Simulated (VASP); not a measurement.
Wanted: the native input for a VASP 6.6.1 run.

```
Task                   : single point
Functional             : PBE
Potentials or basis    : VASP PAW PBE potentials, release 64 (As)
Cutoff                 : 520 eV
k mesh                 : 19 × 19 × 19
Occupations            : fermi-dirac, width 0.08 eV
Spin                   : no spin polarisation
Dipole correction      : no
Further INCAR settings : ALGO = Normal; EDIFF = 1e-06; NBANDS = 8
```

The structure of As lies in POSCAR:

```
As
1.0
    0.0000000000      1.7066296508      1.7066296508
    1.7066296508      0.0000000000      1.7066296508
    1.7066296508      1.7066296508      0.0000000000
As
1
Direct
    0.0000000000      0.0000000000      0.0000000000
```

This cell differs from its parent crystal: volume scaled by 0.514, to set the pressure.

The input as run:

INCAR

```
ALGO = Normal
EDIFF = 1E-6
ENCUT = 520
GGA = PE
ISIF = 2
ISMEAR = -1
LASPH = True
LCHARG = True
LELF = True
LREAL = False
LVHAR = True
LWAVE = False
NBANDS = 8
NELM = 80
PREC = Accurate
SIGMA = 0.08
```

KPOINTS

```
k-points
0
Gamma
  19 19 19
```

Potentials or basis: VASP PAW PBE potentials, release 64 (As).

Command:

```sh
$ cat potpaw_PBE.64/As/POTCAR > POTCAR
$ mpirun -np 1 vasp_std > vasp.out
```

Results of the run:

* Pressure: 227.1 GPa

Caveat: the cell differs from its parent crystal (volume scaled by 0.514, to set the pressure).

Run time: 21 s on 1 thread of Intel Xeon 8259CL, with other jobs on the host, peak memory 0.13 GiB.
